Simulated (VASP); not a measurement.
# Al5GaAs6 (P31m) in VASP: a series of runs

The runs below take Al5GaAs6 through single point, relaxation of cell and atoms, with PBE.

All numbers are computed with VASP 6.6.1; they aren't measurements. Logs are shortened: lines on timing, memory, paths and dates and some standing lists are left out, and cuts for length are marked.

**1. The cell of the first run**

The structure is trigonal, space group P31m (No. 157). Conventional cell: a = 6.626 Å, b = 6.626 Å, c = 6.309 Å, α = 90.00°, β = 90.00°, γ = 120.00°. Within 3.1 Å of Al (site symmetry m) lie 4 As at 2.35 to 2.36 Å. Within 3.1 Å of Al (site symmetry 3) lie 4 As at 2.35 to 2.36 Å. Within 3.1 Å of Ga (site symmetry 3m) lie 4 As at 2.35 to 2.36 Å. As (site symmetry m) has 1 Ga at 2.35 Å and 3 Al at 2.35 to 2.36 Å within 3.1 Å. Within 3.1 Å of As (site symmetry 3) lie 4 Al at 2.35 to 2.36 Å. As (site symmetry 3m) has 3 Al at 2.35 Å and 1 Ga at 2.36 Å within 3.1 Å.

**2. Single point, PBE**

The input, INCAR:

```
PREC     = Accurate       # precision mode
ENCUT    = 520            # plane-wave cutoff, eV
EDIFF    = 1E-6           # SCF threshold, eV
ISMEAR   = 0              # smearing method
SIGMA    = 0.1            # smearing width, eV
LREAL    = False          # projectors in reciprocal space
LASPH    = True           # aspherical terms in the spheres
NELM     = 80             # most SCF steps
ALGO     = Normal         # electronic algorithm
ISIF     = 2              # what is computed and relaxed
LWAVE    = False          # write WAVECAR
LCHARG   = False          # write CHGCAR
GGA      = PE             # functional
NBANDS   = 41             # bands
```

The input, KPOINTS:

```
regular mesh
0
Gamma
  3 3 4
```

The input, POSCAR:

```
Al5GaAs6
1.0
    6.6259156800      0.0000000000      0.0000000000
   -3.3129578400      5.7382113000      0.0000000000
    0.0000000000      0.0000000000      6.3088570600
Al Ga As
5 1 6
Direct
    0.3333333300      0.3333333300      0.9999840900
    0.0000000000      0.6666666700      0.9999840900
    0.6666666700      0.0000000000      0.9999840900
    0.6666666700      0.3333333300      0.4999840900
    0.3333333300      0.6666666700      0.4999840900
    0.0000000000      0.0000000000      0.4999840900
    0.3333333300      0.3333333300      0.3740159000
    0.0000000000      0.6666666700      0.3740159000
    0.6666666700      0.0000000000      0.3740159000
    0.6666666700      0.3333333300      0.8740159000
    0.3333333300      0.6666666700      0.8740159000
    0.0000000000      0.0000000000      0.8740159000
```

Potentials or basis: VASP PAW PBE potentials, release 64 (Al, Ga_d, As).

On the command line:

```
> cat potpaw_PBE.64/Al/POTCAR potpaw_PBE.64/Ga_d/POTCAR potpaw_PBE.64/As/POTCAR > POTCAR
> mpirun -np 1 vasp_std > vasp.out
```

OUTCAR:

```text
PREC = Accurate
   ENCUT = 520
   EDIFF = 1E-6
   ISMEAR = 0
   LREAL = False
   LASPH = True
   NELM = 80
   ISIF = 2
   GGA = PE

 ion  position               nearest neighbor table
   1  0.333  0.333  1.000-  12 2.35  11 2.35  10 2.35   7 2.36
   2  0.000  0.667  1.000-  12 2.35  11 2.35  10 2.35   8 2.36
   3  0.667  0.000  1.000-  10 2.35  12 2.35  11 2.35   9 2.36
   4  0.667  0.333  0.500-   9 2.35   8 2.35   7 2.35  10 2.36
   5  0.333  0.667  0.500-   8 2.35   9 2.35   7 2.35  11 2.36
   6  0.000  0.000  0.500-   7 2.35   8 2.35   9 2.35  12 2.36
   7  0.333  0.333  0.374-   6 2.35   5 2.35   4 2.35   1 2.36
   8  0.000  0.667  0.374-   6 2.35   5 2.35   4 2.35   2 2.36
   9  0.667  0.000  0.374-   4 2.35   6 2.35   5 2.35   3 2.36
  10  0.667  0.333  0.874-   3 2.35   2 2.35   1 2.35   4 2.36
  11  0.333  0.667  0.874-   2 2.35   3 2.35   1 2.35   5 2.36
  12  0.000  0.000  0.874-   1 2.35   2 2.35   3 2.35   6 2.36

  LATTYP: Found a hexagonal cell.
 ALAT       =     6.6259156800
 C/A-ratio  =     0.9521487089

  Lattice vectors:

 A1 = (   6.6259156800,   0.0000000000,   0.0000000000)
 A2 = (  -3.3129578400,   5.7382113000,   0.0000000000)
 A3 = (   0.0000000000,   0.0000000000,   6.3088570600)

Analysis of symmetry for initial positions (statically):
=====================================================================
 Subroutine PRICEL returns:
 Original cell was already a primitive cell.

 Routine SETGRP: Setting up the symmetry group for a
 hexagonal supercell.

 Subroutine GETGRP returns: Found  6 space group operations
 (whereof  6 operations were pure point group operations)
 out of a pool of 24 trial point group operations.

The static configuration has the point symmetry C_3v.

Analysis of symmetry for dynamics (positions and initial velocities):
=====================================================================
 Subroutine PRICEL returns:
 Original cell was already a primitive cell.

 Routine SETGRP: Setting up the symmetry group for a
 hexagonal supercell.

 Subroutine GETGRP returns: Found  6 space group operations
 (whereof  6 operations were pure point group operations)
 out of a pool of 24 trial point group operations.

The dynamic configuration has the point symmetry C_3v.

 Subroutine INISYM returns: Found  6 space group operations
 (whereof  6 operations are pure point group operations),
[... 110 lines left out ...]
   TEBEG  =    0.0;   TEEND  =   0.0 temperature during run
   PSTRESS=    0.0 pullay stress
   NELECT =      58.0000    total number of electrons
   NUPDOWN=      -1.0000    fix difference up-down
   EMIN   =  10.00;   EMAX   =-10.00  energy-range for DOS
   EFERMI =   0.00;   METHOD = LEGACY
   ISMEAR =     0;   SIGMA  =   0.10  broadening in eV -4-tet -1-fermi 0-gaus
   EFERMI_NEDOS =   21; number of points for ismear=-14 and -15
   IALGO  =     38    algorithm
   IMIX   =      4    mixing-type and parameters
     AMIX     =   0.40;   BMIX     =  1.00
     AMIX_MAG =   1.60;   BMIX_MAG =  1.00
  volume/ion in A,a.u.               =      19.99       134.89
  Fermi-wavevector in a.u.,A,eV,Ry     =   1.019905  1.927341 14.152869  1.040207
  Thomas-Fermi vector in A             =   2.153445
   LORBIT       =      0    0 simple, 1 ext, 2 COOP (PROOUT), +10 PAW based schemes
   GGA     = PE    functional components
   LHFCALC =     F    Hartree Fock is set to
   AEXX    =    0.0000 exact exchange contribution
   IVDW    =     0    specifies the selected vdW correction
   LEPSILON=     F    determine dielectric tensor
   LRPA    =     F    only Hartree local field effects (RPA)
 non-spin polarized calculation
 Gauss-broadening in eV      SIGMA  =   0.10
  energy-cutoff  :      520.00
  volume of cell :      239.87
 maximum number of plane-waves:      6516
 NGX is ok and might be reduce to    50
   NGX = 25   NGY = 25   NGZ = 23

 number of electron      57.9999987 magnetization

 Free energy of the ion-electron system (eV)
  ---------------------------------------------------
  ext. energy  EPLUGINS =         0.00000000
  ---------------------------------------------------
  free energy    TOTEN  =       -53.27949424 eV

  energy without entropy =      -53.27949424  energy(sigma->0) =      -53.27949424

 E-fermi :   5.6479     XC(G=0):  -9.6381

 val. band max:        5.1758638454   @ k =   0.0000   0.0000   0.0000
 cond. band min:       6.5916402682   @ k =  -0.3333  -0.3333   0.2500
 fundamental gap:      1.4157764228
 Fermi energy:         5.6478822056

 k-point     1 :       0.0000    0.0000    0.0000
  band No.  band energies     occupation
      1      -9.6469      2.00000
      2      -9.6469      2.00000
      3      -9.6469      2.00000
      4      -9.5293      2.00000
      5      -9.5293      2.00000
      6      -7.7748      2.00000
[... 429 lines left out ...]
     40       9.2813      0.00000
     41       9.2813      0.00000

------------------------ aborting loop because EDIFF is reached ----------------------------------------

  FORCE on cell =-STRESS in cart. coord.  units (eV):
  Direction    XX          YY          ZZ          XY          YZ          ZX
  --------------------------------------------------------------------------------------
  -------------------------------------------------------------------------------------
  Total       23.5927659     23.5927659     23.0521602      0.0000000     -0.0000000      0.0000000
  in kB      157.5855210    157.5855209    153.9745996      0.0000000     -0.0000000      0.0000000
  external PRESSURE =     156.3818805 kB  Pullay stress =       0.0000000 kB

 VOLUME and BASIS-vectors are now :
 -----------------------------------------------------------------------------
  energy-cutoff  :      520.00
  volume of cell :      239.87
      direct lattice vectors                 reciprocal lattice vectors
     6.625915680  0.000000000  0.000000000     0.150922536  0.087135167  0.000000000
    -3.312957840  5.738211300  0.000000000     0.000000000  0.174270334  0.000000000
     0.000000000  0.000000000  6.308857060     0.000000000  0.000000000  0.158507316

 POSITION                                       TOTAL-FORCE (eV/Angst)
 -----------------------------------------------------------------------------------
      1.10432      1.91274      6.30876        -0.002548     -0.004413      0.030038
     -2.20864      3.82547      6.30876        -0.002548      0.004413      0.030038
      4.41728      0.00000      6.30876         0.005095      0.000000      0.030038
      3.31296      1.91274      3.15433         0.000000      0.000000      0.079517
     -0.00000      3.82547      3.15433         0.000000      0.000000      0.079517
      0.00000      0.00000      3.15433         0.000000      0.000000      0.102353
      1.10432      1.91274      2.35961         0.018988      0.032888     -0.086868
     -2.20864      3.82547      2.35961         0.018988     -0.032888     -0.086868
      4.41728      0.00000      2.35961        -0.037976      0.000000     -0.086868
      3.31296      1.91274      5.51404         0.000000     -0.000000     -0.062490
     -0.00000      3.82547      5.51404        -0.000000      0.000000     -0.062490
      0.00000      0.00000      5.51404         0.000000      0.000000      0.034085
 -----------------------------------------------------------------------------------
    total drift:                                0.000003      0.000004      0.000341

  FREE ENERGIE OF THE ION-ELECTRON SYSTEM (eV)
  ---------------------------------------------------
  free  energy   TOTEN  =       -53.2794942435 eV

  energy  without entropy=      -53.2794942435  energy(sigma->0) =      -53.27949424
```

OSZICAR:

```text
N       E                     dE             d eps       ncg     rms          rms(c)
DAV:   1     0.330463186387E+03    0.33046E+03   -0.22944E+04   828   0.134E+03
DAV:   2    -0.634999434015E+01   -0.33681E+03   -0.31501E+03   924   0.282E+02
DAV:   3    -0.527332423026E+02   -0.46383E+02   -0.45083E+02  1015   0.998E+01
DAV:   4    -0.547659976439E+02   -0.20328E+01   -0.20216E+01   986   0.213E+01
DAV:   5    -0.548168908452E+02   -0.50893E-01   -0.50849E-01  1096   0.350E+00    0.884E+00
DAV:   6    -0.535366763326E+02    0.12802E+01   -0.17038E+00  1194   0.106E+01    0.516E+00
DAV:   7    -0.532755352193E+02    0.26114E+00   -0.14146E+00   960   0.402E+00    0.165E+00
DAV:   8    -0.532778367642E+02   -0.23015E-02   -0.12550E-01  1002   0.288E+00    0.324E-01
DAV:   9    -0.532788251425E+02   -0.98838E-03   -0.10490E-02  1181   0.125E+00    0.116E-01
DAV:  10    -0.532792871527E+02   -0.46201E-03   -0.12601E-03   960   0.200E-01    0.440E-02
DAV:  11    -0.532794788047E+02   -0.19165E-03   -0.24804E-04  1015   0.727E-02    0.222E-02
DAV:  12    -0.532794892286E+02   -0.10424E-04   -0.21816E-05  1072   0.351E-02    0.711E-03
DAV:  13    -0.532794939425E+02   -0.47140E-05   -0.67049E-06   998   0.102E-02    0.170E-03
DAV:  14    -0.532794942435E+02   -0.30094E-06   -0.30156E-07   671   0.311E-03
   1 F= -.53279494E+02 E0= -.53279494E+02  d E =-.660702E-12
```

It took 61 s on 1 thread of Intel Xeon 6975P-C (Granite Rapids), shared host; peak memory 0.38 GiB.

What came out:

| Property | Result |
| --- | --- |
| Free energy | -53.2795 eV |
| Pressure | 15.6 GPa |
| Largest force | 0.102 eV/Å |
| Band gap on the k mesh | 1.42 eV, indirect (least direct gap 1.81 eV) |

Forces on the atoms (eV/Å):
```
Al  -0.003 -0.004  0.030
Al  -0.003  0.004  0.030
Al   0.005  0.000  0.030
Al   0.000  0.000  0.080
Al   0.000  0.000  0.080
Ga   0.000  0.000  0.102
As   0.019  0.033 -0.087
As   0.019 -0.033 -0.087
As  -0.038  0.000 -0.087
As   0.000  0.000 -0.062
As   0.000  0.000 -0.062
As   0.000  0.000  0.034
```

A k mesh can miss the band edges.

**3. Single point, PBE**

This run uses another cell than the first one, of 23.48 Å³/atom, 1.175 times its volume.

The input, INCAR:

```
PREC = Accurate
ENCUT = 520
EDIFF = 1E-7
ISMEAR = 0
SIGMA = 0.1
LREAL = False
LASPH = True
NELM = 80
ALGO = Normal
ISIF = 2
LWAVE = False
LCHARG = True
GGA = PE
LELF = True
LVHAR = True
NBANDS = 41
```

KPOINTS is that of step 2.

The input, POSCAR:

```
Al5GaAs6
1.0
    6.9974599983      0.0000000000      0.0000000000
   -3.4987299991      6.0599781205      0.0000000000
    0.0000000000      0.0000000000      6.6448396894
Al Ga As
5 1 6
Direct
    0.3336439559      0.3336439559      0.9994428949
    0.0000000000      0.6663560441      0.9994428949
    0.6663560441      0.0000000000      0.9994428949
    0.6666666667      0.3333333333      0.4999339248
    0.3333333333      0.6666666667      0.4999339248
    0.0000000000      0.0000000000      0.5006884274
    0.3340603108      0.3340603108      0.3737270467
    0.0000000000      0.6659396892      0.3737270467
    0.6659396892      0.0000000000      0.3737270467
    0.6666666667      0.3333333333      0.8739589590
    0.3333333333      0.6666666667      0.8739589590
    0.0000000000      0.0000000000      0.8760159201
```

Potentials or basis: VASP PAW PBE potentials, release 64 (Al, Ga_d, As).

On the command line:

```
> cat potpaw_PBE.64/Al/POTCAR potpaw_PBE.64/Ga_d/POTCAR potpaw_PBE.64/As/POTCAR > POTCAR
> mpirun -np 1 vasp_std > vasp.out
```

OUTCAR:

```text
PREC = Accurate
   ENCUT = 520
   EDIFF = 1E-7
   ISMEAR = 0
   LREAL = False
   LASPH = True
   NELM = 80
   ISIF = 2
   GGA = PE

 ion  position               nearest neighbor table
   1  0.334  0.334  0.999-  12 2.47  11 2.48  10 2.48   7 2.49
   2  0.000  0.666  0.999-  12 2.47  11 2.48  10 2.48   8 2.49
   3  0.666  0.000  0.999-  12 2.47  10 2.48  11 2.48   9 2.49
   4  0.667  0.333  0.500-   9 2.48   8 2.48   7 2.48  10 2.49
   5  0.333  0.667  0.500-   8 2.48   9 2.48   7 2.48  11 2.49
   6  0.000  0.000  0.501-   8 2.49   9 2.49   7 2.49  12 2.49
   7  0.334  0.334  0.374-   5 2.48   4 2.48   6 2.49   1 2.49
   8  0.000  0.666  0.374-   5 2.48   4 2.48   6 2.49   2 2.49
   9  0.666  0.000  0.374-   4 2.48   5 2.48   6 2.49   3 2.49
  10  0.667  0.333  0.874-   3 2.48   2 2.48   1 2.48   4 2.49
  11  0.333  0.667  0.874-   2 2.48   3 2.48   1 2.48   5 2.49
  12  0.000  0.000  0.876-   2 2.47   3 2.47   1 2.47   6 2.49

  LATTYP: Found a hexagonal cell.
 ALAT       =     6.9974599983
 C/A-ratio  =     0.9496073848

[... 198 lines left out ...]
      4     -10.7811      2.00000
      5     -10.7811      2.00000
      6      -8.2220      2.00000
[... 429 lines left out ...]
     40       7.5921      0.00000
     41       7.5921      0.00000

------------------------ aborting loop because EDIFF is reached ----------------------------------------

  FORCE on cell =-STRESS in cart. coord.  units (eV):
  Direction    XX          YY          ZZ          XY          YZ          ZX
  --------------------------------------------------------------------------------------
  -------------------------------------------------------------------------------------
  Total        0.5045256      0.5045256      0.4180827      0.0000000      0.0000000      0.0000000
  in kB        2.8687836      2.8687836      2.3772604      0.0000000      0.0000000      0.0000000
  external PRESSURE =       2.7049425 kB  Pullay stress =       0.0000000 kB

 VOLUME and BASIS-vectors are now :
 -----------------------------------------------------------------------------
  energy-cutoff  :      520.00
  volume of cell :      281.77
      direct lattice vectors                 reciprocal lattice vectors
     6.997459998  0.000000000  0.000000000     0.142908998  0.082508549  0.000000000
    -3.498729999  6.059978121  0.000000000     0.000000000  0.165017097  0.000000000
     0.000000000  0.000000000  6.644839689     0.000000000  0.000000000  0.150492720

 POSITION                                       TOTAL-FORCE (eV/Angst)
 -----------------------------------------------------------------------------------
      1.16733      2.02188      6.64114        -0.000373     -0.000646      0.001717
     -2.33140      4.03810      6.64114        -0.000373      0.000646      0.001717
      4.66280      0.00000      6.64114         0.000746     -0.000000      0.001717
      3.49873      2.01999      3.32198         0.000000     -0.000000     -0.000018
     -0.00000      4.03999      3.32198        -0.000000     -0.000000     -0.000018
      0.00000      0.00000      3.32699        -0.000000     -0.000000      0.000301
      1.16879      2.02440      2.48336         0.002878      0.004984     -0.001606
     -2.32994      4.03558      2.48336         0.002878     -0.004984     -0.001606
      4.65989      0.00000      2.48336        -0.005756     -0.000000     -0.001606
      3.49873      2.01999      5.80732         0.000000     -0.000000     -0.001364
     -0.00000      4.03999      5.80732        -0.000000     -0.000000     -0.001364
      0.00000      0.00000      5.82099        -0.000000     -0.000000      0.002130
 -----------------------------------------------------------------------------------
    total drift:                                0.000000      0.000001     -0.000969

  FREE ENERGIE OF THE ION-ELECTRON SYSTEM (eV)
  ---------------------------------------------------
  free  energy   TOTEN  =       -55.0963345169 eV

  energy  without entropy=      -55.0963345169  energy(sigma->0) =      -55.09633452
```

stdout:

```text
POSCAR found type information on POSCAR AlGaAs
 POSCAR found :  3 types and      12 ions
 scaLAPACK will be used
 LDA part: xc-table for (Slater+PW92), standard interpolation
 POSCAR, INCAR and KPOINTS ok, starting setup
 FFT: planning ... GRIDC
 FFT: planning ... GRID_SOFT
 FFT: planning ... GRID
 WAVECAR not read
 entering main loop
```

It took 83 s on 1 thread of Intel Xeon 6975P-C (Granite Rapids), shared host; peak memory 0.43 GiB.

What came out:

- Free energy: -55.0963 eV
- Pressure: 0.3 GPa
- Largest force: 0.006 eV/Å
- Band gap on the k mesh: 1.36 eV, direct

Forces in eV/Å, atoms in the order of the input:
```
Al   0.000 -0.001  0.002
Al   0.000  0.001  0.002
Al   0.001  0.000  0.002
Al   0.000  0.000  0.000
Al   0.000  0.000  0.000
Ga   0.000  0.000  0.000
As   0.003  0.005 -0.002
As   0.003 -0.005 -0.002
As  -0.006  0.000 -0.002
As   0.000  0.000 -0.001
As   0.000  0.000 -0.001
As   0.000  0.000  0.002
```

(Part 1 of 2 ends here.)
